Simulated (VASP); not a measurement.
# Lu (P6_3/mmc) in VASP: a series of runs

Runs on Lu. Level: PBEsol. Tasks: single point, relaxation of cell and atoms.

Program: VASP 6.6.1. These are calculated values, not measurements. Logs are shortened: lines on timing, memory, paths and dates and some standing lists are left out, and cuts for length are marked.

**1. The cell of the first run**

The structure is hexagonal, space group P6_3/mmc (No. 194). Conventional cell: a = 3.440 Å, b = 3.440 Å, c = 5.362 Å, α = 90.00°, β = 90.00°, γ = 120.00°. Within 4.4 Å of Lu (site symmetry -6m2) lie 12 Lu at 3.34 to 3.44 Å.

**2. Single point, PBEsol**

Input file INCAR:

```
PREC = Accurate
ENCUT = 520
EDIFF = 1E-6
ISMEAR = 0
SIGMA = 0.02
LREAL = False
LASPH = True
NELM = 100
ALGO = Normal
ISIF = 2
LWAVE = False
LCHARG = False
GGA = PS
NBANDS = 32
```

Input file KPOINTS:

```
Automatic mesh
0
Gamma
  7 7 4
```

Input file POSCAR:

```
Lu
1.0
    3.4395509720      0.0000000000      0.0000000000
   -1.7197754860      2.9787385193      0.0000000000
    0.0000000000      0.0000000000      5.3621381338
Lu
2
Direct
    0.3333333333      0.6666666667      0.2500000000
    0.6666666667      0.3333333333      0.7500000000
```

Potentials or basis: VASP PAW PBE potentials, release 64 (Lu).

On the command line:

```
cat potpaw_PBE.64/Lu/POTCAR > POTCAR
mpirun -np 1 vasp_std > vasp.out
```

OUTCAR:

```text
PREC = Accurate
   ENCUT = 520
   EDIFF = 1E-6
   ISMEAR = 0
   LREAL = False
   LASPH = True
   NELM = 100
   ISIF = 2
   GGA = PS

 ion  position               nearest neighbor table
   1  0.333  0.667  0.250-   2 3.34   2 3.34   2 3.34   2 3.34   2 3.34   2 3.34
   2  0.667  0.333  0.750-   1 3.34   1 3.34   1 3.34   1 3.34   1 3.34   1 3.34

  LATTYP: Found a hexagonal cell.
 ALAT       =     3.4395509720
 C/A-ratio  =     1.5589645792

  Lattice vectors:

 A1 = (   3.4395509720,   0.0000000000,   0.0000000000)
 A2 = (  -1.7197754860,   2.9787385193,   0.0000000000)
 A3 = (   0.0000000000,   0.0000000000,   5.3621381338)

Analysis of symmetry for initial positions (statically):
=====================================================================
 Subroutine PRICEL returns:
 Original cell was already a primitive cell.

 Routine SETGRP: Setting up the symmetry group for a
 hexagonal supercell.

 Subroutine GETGRP returns: Found 24 space group operations
 (whereof 12 operations were pure point group operations)
 out of a pool of 24 trial point group operations.

The static configuration has the point symmetry D_3d.
 The point group associated with its full space group is D_6h.

Analysis of symmetry for dynamics (positions and initial velocities):
=====================================================================
 Subroutine PRICEL returns:
 Original cell was already a primitive cell.

 Routine SETGRP: Setting up the symmetry group for a
 hexagonal supercell.

 Subroutine GETGRP returns: Found 24 space group operations
 (whereof 12 operations were pure point group operations)
 out of a pool of 24 trial point group operations.

The dynamic configuration has the point symmetry D_3d.
 The point group associated with its full space group is D_6h.

 Subroutine INISYM returns: Found 24 space group operations
 (whereof 12 operations are pure point group operations),
 and found     1 'primitive' translations

----------------------------------------------------------------------------------------

                                     Primitive cell

  volume of cell :      54.9379

  direct lattice vectors                    reciprocal lattice vectors
     3.439550972  0.000000000  0.000000000     0.290735625  0.167856291  0.000000000
    -1.719775486  2.978738519  0.000000000     0.000000000  0.335712582  0.000000000
     0.000000000  0.000000000  5.362138134     0.000000000  0.000000000  0.186492771

  length of vectors
     3.439550972  3.439550972  5.362138134     0.335712582  0.335712582  0.186492771

  position of ions in fractional coordinates (direct lattice)
     0.333333333  0.666666667  0.250000000
     0.666666667  0.333333333  0.750000000

  ion indices of the primitive-cell ions
   primitive index   ion index
                 1           1
                 2           2

----------------------------------------------------------------------------------------

 KPOINTS: Automatic mesh

Automatic generation of k-mesh.
 Grid dimensions read from file:
 generate k-points for:    7    7    4

 Generating k-lattice:

  Cartesian coordinates                     Fractional coordinates (reciprocal lattice)
     0.041533661  0.023979470  0.000000000     0.142857143  0.000000000  0.000000000
     0.000000000  0.047958940  0.000000000     0.000000000  0.142857143  0.000000000
     0.000000000  0.000000000  0.046623193     0.000000000  0.000000000  0.250000000

  Length of vectors
     0.047958940  0.047958940  0.046623193

  Shift w.r.t. Gamma in fractional coordinates (k-lattice)
     0.000000000  0.000000000  0.000000000

 Subroutine IBZKPT returns following result:
 ===========================================

 Found     24 irreducible k-points:

 Following reciprocal coordinates:
            Coordinates               Weight
  0.000000  0.000000  0.000000      1.000000
  0.142857 -0.000000  0.000000      6.000000
  0.285714 -0.000000  0.000000      6.000000
  0.428571  0.000000  0.000000      6.000000
  0.142857  0.142857  0.000000      6.000000
  0.285714  0.142857  0.000000     12.000000
[... 16 lines left out ...]
  0.428571  0.142857  0.500000      6.000000
  0.285714  0.285714  0.500000      6.000000
   k-points           NKPTS =     24   k-points in BZ     NKDIM =     24   number of bands    NBANDS=     32
   number of dos      NEDOS =    301   number of ions     NIONS =      2
   total plane-waves  NPLWV =  31360
   dimension x,y,z NGX =    28 NGY =   28 NGZ =   40
   dimension x,y,z NGXF=    56 NGYF=   56 NGZF=   80
   ions per type =               2
   NGX,Y,Z   is equivalent  to a cutoff of  13.53, 13.53, 12.40 a.u.
   NGXF,Y,Z  is equivalent  to a cutoff of  27.07, 27.07, 24.80 a.u.
 SYSTEM =  unknown system
   PREC   = accura    normal or accurate (medium, high low for compatibility)
   ISTART =      0    job   : 0-new  1-cont  2-samecut
   ICHARG =      2    charge: 1-file 2-atom 10-const
   ISPIN  =      1    spin polarized calculation?
   LNONCOLLINEAR =      F non collinear calculations
   LSORBIT =      F    spin-orbit coupling
   LASPH  =      T    aspherical Exc in radial PAW
   ENCUT  =  520.0 eV  38.22 Ry    6.18 a.u.   6.40  6.40  9.97*2*pi/ulx,y,z
   NELM   =    100;   NELMIN=  2; NELMDL= -5     # of ELM steps
   EDIFF  = 0.1E-05   stopping-criterion for ELM
   LREAL  =      F    real-space projection
   EDIFFG = 0.1E-04   stopping-criterion for IOM
   NSW    =      0    number of steps for IOM
   IBRION =     -1    ionic relax: 0-MD 1-quasi-New 2-CG
   NFREE  =      0    steps in history (QN), initial steepest desc. (CG)
   ISIF   =      2    stress and relaxation
   ISYM   =      2    0-nonsym 1-usesym 2-fastsym
   POTIM  = 0.5000    time-step for ionic-motion
   TEBEG  =    0.0;   TEEND  =   0.0 temperature during run
   PSTRESS=    0.0 pullay stress
   NELECT =      50.0000    total number of electrons
   NUPDOWN=      -1.0000    fix difference up-down
   EMIN   =  10.00;   EMAX   =-10.00  energy-range for DOS
   EFERMI =   0.00;   METHOD = LEGACY
   ISMEAR =     0;   SIGMA  =   0.02  broadening in eV -4-tet -1-fermi 0-gaus
   EFERMI_NEDOS =   21; number of points for ismear=-14 and -15
   IALGO  =     38    algorithm
   IMIX   =      4    mixing-type and parameters
     AMIX     =   0.40;   BMIX     =  1.00
     AMIX_MAG =   1.60;   BMIX_MAG =  1.00
  volume/ion in A,a.u.               =      27.47       185.37
  Fermi-wavevector in a.u.,A,eV,Ry     =   1.586503  2.998055 34.245735  2.516991
  Thomas-Fermi vector in A             =   2.685804
   LORBIT       =      0    0 simple, 1 ext, 2 COOP (PROOUT), +10 PAW based schemes
   GGA     = PS    functional components
   LHFCALC =     F    Hartree Fock is set to
   AEXX    =    0.0000 exact exchange contribution
   IVDW    =     0    specifies the selected vdW correction
   LEPSILON=     F    determine dielectric tensor
   LRPA    =     F    only Hartree local field effects (RPA)
 non-spin polarized calculation
 Gauss-broadening in eV      SIGMA  =   0.02
  energy-cutoff  :      520.00
  volume of cell :       54.94
 maximum number of plane-waves:      1496
 NGX is ok and might be reduce to    28
   NGX = 13   NGY = 13   NGZ = 19

 number of electron      50.0000020 magnetization

 Free energy of the ion-electron system (eV)
  ---------------------------------------------------
  ext. energy  EPLUGINS =         0.00000000
  ---------------------------------------------------
  free energy    TOTEN  =        -9.91619242 eV

  energy without entropy =       -9.91550993  energy(sigma->0) =       -9.91585117

 E-fermi :   2.2904     XC(G=0): -11.0616

 val. band max:        2.2573476543   @ k =   0.4286   0.0000   0.2500
 cond. band min:       2.2961242577   @ k =   0.2857   0.2857   0.5000
 fundamental gap:      0.0387766035
 Fermi energy:         2.2904127433

 k-point     1 :       0.0000    0.0000    0.0000
  band No.  band energies     occupation
      1     -53.7489      2.00000
      2     -53.7015      2.00000
      3     -24.7544      2.00000
      4     -24.2469      2.00000
      5     -24.2469      2.00000
      6     -24.1434      2.00000
[... 24 lines left out ...]
     31       5.8510      0.00000
     32       5.8510      0.00000

 k-point     2 :       0.1429   -0.0000    0.0000
  band No.  band energies     occupation
      1     -53.7429      2.00000
      2     -53.6996      2.00000
      3     -24.7154      2.00000
      4     -24.3225      2.00000
      5     -24.2728      2.00000
      6     -24.2229      2.00000
[... 24 lines left out ...]
     31       5.6602      0.00000
     32       5.7743      0.00000

 k-point     3 :       0.2857   -0.0000    0.0000
  band No.  band energies     occupation
      1     -53.7284      2.00000
      2     -53.6964      2.00000
      3     -24.6138      2.00000
      4     -24.4936      2.00000
      5     -24.3915      2.00000
      6     -24.3274      2.00000
[... 24 lines left out ...]
     31       6.7497      0.00000
     32       7.0617      0.00000

 k-point     4 :       0.4286    0.0000    0.0000
  band No.  band energies     occupation
      1     -53.7146      2.00000
      2     -53.6960      2.00000
      3     -24.6310      2.00000
      4     -24.5182      2.00000
      5     -24.5003      2.00000
      6     -24.3689      2.00000
[... 24 lines left out ...]
     31       8.3852      0.00000
     32       8.6378      0.00000

 k-point     5 :       0.1429    0.1429    0.0000
  band No.  band energies     occupation
      1     -53.7326      2.00000
      2     -53.6971      2.00000
      3     -24.6447      2.00000
      4     -24.4161      2.00000
      5     -24.3899      2.00000
      6     -24.2799      2.00000
[... 584 lines left out ...]
     31       7.5633      0.00000
     32       7.5633      0.00000

 k-point    22 :       0.2857    0.1429    0.5000
  band No.  band energies     occupation
      1     -53.7069      2.00000
      2     -53.7069      2.00000
      3     -24.6310      2.00000
      4     -24.6310      2.00000
      5     -24.3398      2.00000
      6     -24.3398      2.00000
[... 24 lines left out ...]
     31       8.1107      0.00000
     32       8.1107      0.00000

 k-point    23 :       0.4286    0.1429    0.5000
  band No.  band energies     occupation
      1     -53.7033      2.00000
      2     -53.7033      2.00000
      3     -24.6783      2.00000
      4     -24.6783      2.00000
      5     -24.3678      2.00000
      6     -24.3678      2.00000
[... 24 lines left out ...]
     31       8.4889      0.00000
     32       8.4889      0.00000

 k-point    24 :       0.2857    0.2857    0.5000
  band No.  band energies     occupation
      1     -53.7024      2.00000
      2     -53.7024      2.00000
      3     -24.6372      2.00000
      4     -24.6372      2.00000
      5     -24.4424      2.00000
      6     -24.4424      2.00000
[... 24 lines left out ...]
     31       8.1672      0.00000
     32       8.1672      0.00000

------------------------ aborting loop because EDIFF is reached ----------------------------------------

  FORCE on cell =-STRESS in cart. coord.  units (eV):
  Direction    XX          YY          ZZ          XY          YZ          ZX
  --------------------------------------------------------------------------------------
  -------------------------------------------------------------------------------------
  Total        0.0476127      0.0476127      0.0542540      0.0000000      0.0000000      0.0000000
  in kB        1.3885480      1.3885480      1.5822328      0.0000000      0.0000000      0.0000000
  external PRESSURE =       1.4531096 kB  Pullay stress =       0.0000000 kB

 VOLUME and BASIS-vectors are now :
 -----------------------------------------------------------------------------
  energy-cutoff  :      520.00
  volume of cell :       54.94
      direct lattice vectors                 reciprocal lattice vectors
     3.439550972  0.000000000  0.000000000     0.290735625  0.167856291  0.000000000
    -1.719775486  2.978738519  0.000000000     0.000000000  0.335712582  0.000000000
     0.000000000  0.000000000  5.362138134     0.000000000  0.000000000  0.186492771

 POSITION                                       TOTAL-FORCE (eV/Angst)
 -----------------------------------------------------------------------------------
     -0.00000      1.98583      1.34053        -0.000000     -0.000000      0.000000
      1.71978      0.99291      4.02160         0.000000      0.000000      0.000000
 -----------------------------------------------------------------------------------
    total drift:                               -0.000000      0.000000     -0.000000

  FREE ENERGIE OF THE ION-ELECTRON SYSTEM (eV)
  ---------------------------------------------------
  free  energy   TOTEN  =        -9.9161924182 eV

  energy  without entropy=       -9.9155099273  energy(sigma->0) =       -9.91585117
```

Run time: 24 s. Hardware: 1 thread of Intel Xeon 6975P-C (Granite Rapids), shared host; peak memory 0.19 GiB.

Results:

| Item | Value |
| --- | --- |
| Free energy | -9.9162 eV |
| Pressure | 0.1 GPa |
| Band gap on the k mesh | zero (bands 25 and 26 overlap by 1.85 eV) |

Levels at points of the mesh, in eV from the Fermi level:
| k point | band 21 | band 22 | band 23 | band 24 | band 25 | band 26 | band 27 | band 28 |
| --- | --- | --- | --- | --- | --- | --- | --- | --- |
| (0.00, 0.00, 0.00) | -4.73 | -4.72 | -4.71 | -2.50 | 0.92 | 2.22 | 2.22 | 2.70 |
| (0.00, 0.00, 0.50) | -4.72 | -4.72 | -4.40 | -4.40 | 1.26 | 1.26 | 2.11 | 2.11 |

Caveat: the PAW data sets were made with another functional, which shifts forces and pressure a little; spin-orbit coupling is left out, which moves the levels of the heavy elements.

**3. Relaxation of cell and atoms, PBEsol**

This run uses another cell than the first one, of 29.50 Å³/atom.

Input file INCAR:

```
ALGO = Normal
EDIFF = 1E-7
EDIFFG = -0.03
ENCUT = 600
GGA = PS
IBRION = 2
ISIF = 3
ISMEAR = 0
LASPH = True
LCHARG = False
LREAL = False
LWAVE = False
NELM = 100
NSW = 60
PREC = Accurate
SIGMA = 0.02
```

Input file KPOINTS:

```
k-points
0
Gamma
  7 7 4
```

Input file POSCAR:

```
Lu
1.0
    3.5031000000      0.0000000000      0.0000000000
   -1.7515500000      3.0337740000      0.0000000000
    0.0000000000      0.0000000000      5.5509000000
Lu
2
Direct
    0.3333333333      0.6666666667      0.2500000000
    0.6666666667      0.3333333333      0.7500000000
```

Potentials or basis: VASP PAW PBE potentials, release 64 (Lu).

On the command line:

```
cat potpaw_PBE.64/Lu/POTCAR > POTCAR
mpirun -np 1 vasp_std > vasp.out
```

It took 2.7 min on 1 thread of Intel Xeon 6975P-C (Granite Rapids), shared host; peak memory 0.22 GiB.

It converged, with:

```
Free energy                           : -9.9180 eV
Relaxed volume                        : 27.59 Å³/atom
Relaxed cell                          : a = 3.444 Å, b = 3.444 Å, c = 5.372 Å, α = 90.00°, β = 90.00°, γ = 120.00°
Space group after relaxing (to 0.1 Å) : P6_3/mmc (No. 194)
Energy gained by relaxing             : 21.1 meV/atom
Ionic steps                           : 4
Pressure after relaxing               : 0.0 GPa
Band gap on the k mesh                : zero (bands 25 and 26 overlap by 1.84 eV)
```

Step by step:
| step | energy change (eV) | largest force (eV/Å) | pressure (GPa) | volume (Å³) |
| --- | --- | --- | --- | --- |
| 1 | 0.0000 | 0.0000 | -3.15 | 58.99 |
| 2 | -0.0390 | 0.0000 | 1.05 | 54.18 |
| 3 | -0.0418 | 0.0000 | 0.07 | 55.13 |
| 4 | -0.0422 | 0.0000 | 0.00 | 55.18 |

Final structure:
```cif
data_structure
_symmetry_space_group_name_H-M 'P 1'
_symmetry_Int_Tables_number 1
_cell_length_a 3.4439
_cell_length_b 3.4439
_cell_length_c 5.3724
_cell_angle_alpha 90.000
_cell_angle_beta 90.000
_cell_angle_gamma 120.000
_cell_volume 55.18
loop_
_atom_site_label
_atom_site_type_symbol
_atom_site_fract_x
_atom_site_fract_y
_atom_site_fract_z
_atom_site_occupancy
Lu1 Lu 0.33333 0.66667 0.25000 1
Lu2 Lu 0.66667 0.33333 0.75000 1
```

Levels at points of the mesh, in eV from the Fermi level:
```csv
k point,band 22,band 23,band 24,band 25,band 26,band 27
"(0.00, 0.00, 0.00)",-4.73,-4.72,-2.49,0.89,2.22,2.22
"(0.00, 0.00, 0.50)",-4.72,-4.40,-4.40,1.26,1.26,2.11
```

Caveat: the PAW data sets were made with another functional, which shifts forces and pressure a little; spin-orbit coupling is left out, which moves the levels of the heavy elements.
